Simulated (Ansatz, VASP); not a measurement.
## Ta: VASP beside Ansatz

File INCAR:

```
SYSTEM = Ta
PREC = Accurate
ENCUT = 520
EDIFF = 1E-6
ISMEAR = 0
SIGMA = 0.15
LREAL = .FALSE.
LASPH = .TRUE.
NELM = 80
ALGO = Fast
ISIF = 2
LWAVE = .FALSE.
LCHARG = .TRUE.
GGA = PS
LELF = .TRUE.
LVHAR = .TRUE.
NBANDS = 18
```

The input KPOINTS:

```
regular mesh
0
G
  22 22 14
  0 0 0
```

The input POSCAR:

```
Ta
1.0
   -1.6402597622      1.6402597622      1.6402597622
    1.6402597622     -1.6402597622      1.6402597622
    3.2805195245      3.2805195245      0.0000000000
Ta
2
Direct
    0.0045724465      0.0045724465      0.0000000000
    0.4954275535      0.4954275535      0.5000000000
```

Input for Ansatz:

```yaml
crystal:
  lattice:
    - [-1.6402597622, 1.6402597622, 1.6402597622]
    - [1.6402597622, -1.6402597622, 1.6402597622]
    - [3.2805195245, 3.2805195245, 0.0]
  atoms:
    - { symbol: Ta, position: [0.0045724465, 0.0045724465, 0.0] }
    - { symbol: Ta, position: [0.4954275535, 0.4954275535, 0.5] }
basis:
  ecutwfc: 420
kpoints:
  mp_grid: { grid: [22, 22, 14] }
hamiltonian:
  xc: pbesol
scf:
  occupations: { method: gaussian, width: 0.15 }
output:
  forces: true
  stress: true
  eigenvalues: true
  write_density: true
  write_potential: true
  elf: true
  volumetric_format: npy
```

Change from the starting cell: mode 6 (147.1 1/cm) frozen in, largest displacement +0.015 Å.

Alike in both runs: task single point; functional PBEsol; k mesh 22 × 22 × 14; occupations gaussian, width 0.15 eV; no spin polarisation.

|  | VASP | Ansatz |
| --- | --- | --- |
| version | VASP 6.6.1 | Ansatz 0.2.0 |
| potentials or method | VASP PAW PBE potentials, release 64 (Ta_pv), cutoff 520 eV | scalar-relativistic, plane waves, PAW |
| valence electrons in the cell | 22 | 26 |

Ansatz gave:

- gap on the k mesh at the Fermi level (eV): none
- pressure (GPa): 0.2
- rms of the force components (eV/Å): 0.124

What did VASP give for the same quantities?

gap on the k mesh at the Fermi level (eV): none; pressure (GPa): 0.5; rms of the force components (eV/Å): 0.125.

VASP's potentials were made for PBE, not for PBEsol. Atom by atom the forces differ by 0.000 eV/Å (rms over components). A gap of «none» marks a metal or a gap that the smearing closes. VASP's potentials hold 22 valence electrons a cell and Ansatz's 26, so a difference there can come from the potentials and not from the codes.

Spin-orbit coupling is off throughout.
